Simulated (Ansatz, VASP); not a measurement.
# CaO in VASP and in Ansatz

Contents of INCAR:

```
PREC     = Accurate       # precision mode
ENCUT    = 520            # plane-wave cutoff, eV
EDIFF    = 1E-6           # SCF threshold, eV
ISMEAR   = 0              # smearing method
SIGMA    = 0.01           # smearing width, eV
LREAL    = False          # projectors in reciprocal space
LASPH    = True           # aspherical terms in the spheres
NELM     = 60             # most SCF steps
ALGO     = Normal         # electronic algorithm
ISIF     = 2              # what is computed and relaxed
LWAVE    = False          # write WAVECAR
LCHARG   = True           # write CHGCAR
GGA      = CA             # functional
LELF     = True           # ELF
LVHAR    = True         
NBANDS   = 15             # bands
```

The input KPOINTS:

```
regular mesh
0
Gamma
  10 10 10
```

POSCAR

```
CaO
1.0
    0.0000000000      2.3975473904      2.3975473904
    2.3975473904      0.0000000000      2.3975473904
    2.3975473904      2.3975473904      0.0000000000
Ca O
1 1
Direct
    0.0000000000      0.0000000000      0.0000000000
    0.5000000000      0.5000000000      0.5000000000
```

Input for Ansatz:

```yaml
crystal:
  lattice:
    - [0.0, 2.3975473904, 2.3975473904]
    - [2.3975473904, 0.0, 2.3975473904]
    - [2.3975473904, 2.3975473904, 0.0]
  atoms:
    - { symbol: Ca, position: [0.0, 0.0, 0.0] }
    - { symbol: O, position: [0.5, 0.5, 0.5] }
kpoints:
  mp_grid: { grid: [10, 10, 10] }
  band_path:
    path:
      - [0.0, 0.0, 0.0]
      - [0.5, 0.0, 0.5]
      - [0.625, 0.25, 0.625]
      - [0.375, 0.375, 0.75]
      - [0.5, 0.5, 0.5]
      - [0.5, 0.25, 0.75]
      - [0.0, 0.5, 0.5]
    npoints: 1
hamiltonian:
  xc: lda
scf:
  occupations: { method: fixed }
  n_extra_bands: 4
output:
  forces: true
  stress: true
  eigenvalues: true
```

Alike in both runs: task single point; functional LDA; k mesh 10 × 10 × 10; no spin polarisation.

```csv
,VASP,Ansatz
version,VASP 6.6.1,Ansatz 0.2.0
potentials or method,"VASP PAW LDA potentials, release 64 (Ca_sv, O)","plane waves, PAW"
plane-wave cutoff (eV),520,420
occupations,"gaussian, width 0.01 eV",fixed
valence electrons in the cell,16,16
```

```tsv
	VASP	Ansatz	Ansatz less VASP
gap on the k mesh at the Fermi level (eV)	3.46	3.48	+0.028
pressure (GPa)	-5.5	-6.3	-0.80
```

LDA's correlation is that of Perdew and Zunger in VASP and of Perdew and Wang (1992) in Ansatz.
